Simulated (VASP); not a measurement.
Here is a VASP 6.6.1 calculation.

The input POSCAR:

```
SiC
1.0
   -0.0678959875      2.1972784576      2.1972784576
    2.1972784576     -0.0678959875      2.1972784576
    2.1972784576      2.1972784576     -0.0678959875
Si C
1 1
Direct
   -0.0010698463     -0.0010698463     -0.0010698463
    0.2510698463      0.2510698463      0.2510698463
```

File INCAR.step1:

```
SYSTEM = SiC
PREC = Accurate ; ENCUT = 500
EDIFF = 1E-8 ; ISMEAR = 0
SIGMA = 0.01 ; LREAL = .False.
LASPH = .True. ; NELM = 100
ALGO = Normal ; LWAVE = .True.
LCHARG = .False. ; GGA = PE
```

The input INCAR.step2:

```
SYSTEM = SiC
PREC = Accurate ; ENCUT = 500
EDIFF = 1E-8 ; ISMEAR = 0
SIGMA = 0.01 ; LREAL = .False.
LASPH = .True. ; NELM = 1
ALGO = Exact ; LWAVE = .True.
LCHARG = .False. ; GGA = PE
NBANDS = 96 ; LOPTICS = .True.
ISTART = 1
```

File INCAR.step3:

```
SYSTEM = SiC
PREC = Accurate ; ENCUT = 500
EDIFF = 1E-8 ; ISMEAR = 0
SIGMA = 0.01 ; LREAL = .False.
LASPH = .True. ; ALGO = EVGW0
LWAVE = .False. ; LCHARG = .False.
GGA = PE ; NELMGW = 1
NBANDS = 96 ; ENCUTGW = 150.0
NOMEGA = 96 ; PRECFOCK = Fast
ISTART = 1 ; NBANDSGW = 12
OMEGAMAX = 20
```

Contents of KPOINTS:

```
regular mesh
0
Gamma
  6 6 6
  0 0 0
```

Potentials or basis: VASP PAW PBE potentials, release 64 (Si_GW, C_GW).

Command:

```bash
$ cat potpaw_PBE.64/Si_GW/POTCAR potpaw_PBE.64/C_GW/POTCAR > POTCAR
$ cp INCAR.step1 INCAR
$ mpirun -np 1 vasp_std > vasp.out
$ cp INCAR.step2 INCAR
$ mpirun -np 1 vasp_std > vasp.out
$ cp INCAR.step3 INCAR
$ mpirun -np 1 vasp_std > vasp.out
```

(1) Estimate the quasiparticle gap.

(2) Estimate the least direct quasiparticle gap.

(3) Predict the least direct gap of the starting levels on the mesh.

Results:

(1) 1.90 eV.

(2) 5.13 eV.

(3) 4.16 eV.

Caveat: the k points lie up to 0.40 Å⁻¹ apart; bands, screening cutoff and mesh are small and nothing is extrapolated, so the quasiparticle values aren't converged.
